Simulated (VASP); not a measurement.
## Al6Ru: single point with PBEsol

Al6Ru:

```xyz
14
Lattice="3.6638 -3.1985 0.0000 3.6638 3.1985 0.0000 0.0000 0.0000 8.7333" Properties=species:S:1:pos:R:3 pbc="T T T"
Al    2.3346    0.0000    0.0000
Al    4.9930    0.0000    4.3666
Al    4.9930    0.0000    0.0000
Al    2.3346    0.0000    4.3666
Al    3.6638   -2.2754    0.8486
Al    3.6638    2.2754    5.2152
Al    3.6638   -2.2754    3.5181
Al    3.6638    2.2754    7.8847
Al    2.3469    1.9333    2.1833
Al    4.9807   -1.9333    6.5500
Al    4.9807    1.9333    2.1833
Al    2.3469   -1.9333    6.5500
Ru    3.6638   -0.2071    2.1833
Ru    3.6638    0.2071    6.5500
```

```
Program             : VASP 6.6.1
Task                : single point
Functional          : PBEsol
Potentials or basis : VASP PAW PBE potentials, release 64 (Al, Ru_pv)
Cutoff              : 520 eV
k mesh              : 8 × 8 × 4
Occupations         : gaussian, width 0.1 eV
Spin                : no spin polarisation
```

| Quantity | Value |
| --- | --- |
| Pressure | 8.4 GPa |
| Largest force | 0.010 eV/Å |
| Band gap on the k mesh | zero (bands 32 and 33 overlap by 0.44 eV) |

Forces on the atoms (eV/Å):
```
Al   0.003  0.000  0.000
Al  -0.003  0.000  0.000
Al  -0.003  0.000  0.000
Al   0.003  0.000  0.000
Al   0.000  0.005 -0.006
Al   0.000 -0.005 -0.006
Al   0.000  0.005  0.006
Al   0.000 -0.005  0.006
Al   0.001 -0.001  0.000
Al  -0.001  0.001  0.000
Al  -0.001 -0.001  0.000
Al   0.001  0.001  0.000
Ru   0.000  0.010  0.000
Ru   0.000 -0.010  0.000
```

Levels at points of the mesh, in eV from the Fermi level:
```csv
k point,band 30,band 31,band 32,band 33,band 34,band 35
"(0.00, 0.00, 0.00)",-1.51,-1.14,-0.89,-0.10,0.79,1.16
"(0.50, 0.00, 0.00)",-1.30,-0.91,-0.64,-0.22,-0.08,0.38
"(0.50, 0.50, 0.00)",-0.66,-0.64,-0.39,-0.26,0.69,1.89
"(0.00, 0.00, 0.50)",-1.06,-0.97,-0.97,0.68,0.68,0.71
"(0.50, 0.00, 0.50)",-1.69,-0.15,-0.15,0.73,0.73,1.06
"(0.50, 0.50, 0.50)",-1.66,-0.92,-0.92,2.61,2.61,2.87
```

Wall time 17 min on 1 thread of Oxide Virtual Turin-like Processor, with other jobs on the host, peak memory 0.53 GiB.

Caveat: the cell stands under pressure; the PAW data sets were made with another functional, which shifts forces and pressure a little.
